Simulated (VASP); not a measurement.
A run of VASP 6.6.1 is set up as follows.

INCAR

```
SYSTEM = NaF
ALGO     = Normal         ! electronic algorithm
EDIFF    = 1E-6           ! SCF threshold, eV
ENCUT    = 600            ! plane-wave cutoff, eV
GGA      = PE             ! functional
GGA_COMPAT= .FALSE.      
ISIF     = 2              ! what is computed and relaxed
ISMEAR   = 0              ! smearing method
LASPH    = .TRUE.         ! aspherical terms in the spheres
LCHARG   = .FALSE.        ! write CHGCAR
LREAL    = .FALSE.        ! projectors in reciprocal space
LWAVE    = .FALSE.        ! write WAVECAR
NBANDS   = 14             ! bands
NELM     = 120            ! most SCF steps
PREC     = Accurate       ! precision mode
SIGMA    = 0.01           ! smearing width, eV
```

File KPOINTS:

```
k-points
0
G
  4 4 4
  0 0 0
```

Contents of POSCAR:

```
NaF
1.0
    0.0000000000      2.3247172400      2.3247172400
    2.3247172400      0.0000000000      2.3247172400
    2.3247172400      2.3247172400      0.0000000000
Na F
1 1
Direct
    0.0000000000      0.0000000000      0.0000000000
    0.5000000000      0.5000000000      0.5000000000
```

Potentials or basis: VASP PAW PBE potentials, release 64 (Na_pv, F).

Run with:

```console
$ cat potpaw_PBE.64/Na_pv/POTCAR potpaw_PBE.64/F/POTCAR > POTCAR
$ mpirun -np 1 vasp_std > vasp.out
```

Question: Predict the band gap on the k mesh.

Answer: 6.25 eV.

Question: Estimate the pressure.

Answer: 1.4 GPa.

Caveat: the k points lie up to 0.59 Å⁻¹ apart.
